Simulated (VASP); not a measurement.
Set up this calculation in VASP 6.6.1, as the native input.

```yaml
Task: single point
Functional: r2SCAN
Potentials_or_basis: VASP PAW PBE potentials, release 64 (Cu, Sb)
Cutoff: 520 eV
k_mesh: 10 × 10 × 8
Occupations: gaussian, width 0.05 eV
Spin: no spin polarisation
Dipole_correction: no
Further_INCAR_settings: ALGO = Normal; EDIFF = 1e-07; NBANDS = 18
```

Crystal: CuSb2.

```
Cu Sb
1.0
     4.03197    0.00000    0.00000
    -2.01598    3.49179    0.00000
     0.00000    0.00000    4.96058
Cu Sb
1 2
Direct
  0.00000 0.00000 0.00000
  0.33333 0.66667 0.25886
  0.66667 0.33333 0.74114
```

The input as run:

POSCAR

```
CuSb2
1.0
    4.0319689635      0.0000000000      0.0000000000
   -2.0159844818      3.4917875497      0.0000000000
    0.0000000000      0.0000000000      4.9605841529
Cu Sb
1 2
Direct
    0.0000000000      0.0000000000      0.0000000000
    0.3333333333      0.6666666667      0.2588614725
    0.6666666667      0.3333333333      0.7411385275
```

INCAR.step1

```
SYSTEM = CuSb2
ALGO     = Normal         ! electronic algorithm
EDIFF    = 1E-4           ! SCF threshold, eV
ENCUT    = 520            ! plane-wave cutoff, eV
GGA      = PE             ! functional
ISMEAR   = 0              ! smearing method
LASPH    = .TRUE.         ! aspherical terms in the spheres
LCHARG   = .FALSE.        ! write CHGCAR
LREAL    = .FALSE.        ! projectors in reciprocal space
LWAVE    = .TRUE.         ! write WAVECAR
NBANDS   = 18             ! bands
NELM     = 60             ! most SCF steps
PREC     = Accurate       ! precision mode
SIGMA    = 0.05           ! smearing width, eV
```

INCAR.step2

```
SYSTEM = CuSb2
ALGO     = Normal         ! electronic algorithm
EDIFF    = 1E-7           ! SCF threshold, eV
ENCUT    = 520            ! plane-wave cutoff, eV
ISIF     = 2              ! what is computed and relaxed
ISMEAR   = 0              ! smearing method
ISTART   = 1            
LASPH    = .TRUE.         ! aspherical terms in the spheres
LCHARG   = .FALSE.        ! write CHGCAR
LMIXTAU  = .TRUE.       
LREAL    = .FALSE.        ! projectors in reciprocal space
LWAVE    = .FALSE.        ! write WAVECAR
METAGGA  = R2SCAN         ! meta-GGA
NBANDS   = 18             ! bands
NELM     = 60             ! most SCF steps
PREC     = Accurate       ! precision mode
SIGMA    = 0.05           ! smearing width, eV
```

KPOINTS

```
k-points
0
G
  10 10 8
  0 0 0
```

Potentials or basis: VASP PAW PBE potentials, release 64 (Cu, Sb).

Command:

```bash
$ cat potpaw_PBE.64/Cu/POTCAR potpaw_PBE.64/Sb/POTCAR > POTCAR
$ cp INCAR.step1 INCAR
$ mpirun -np 1 vasp_std > vasp.out
$ cp INCAR.step2 INCAR
$ mpirun -np 1 vasp_std > vasp.out
```

Results of the run:

* Pressure: -1.8 GPa
* Largest force: 0.149 eV/Å

Caveat: the PAW data sets were made with another functional, which shifts forces and pressure a little.

Run time: 10 min on 1 thread of Oxide Virtual Turin-like Processor, on a shared host, peak memory 0.25 GiB.
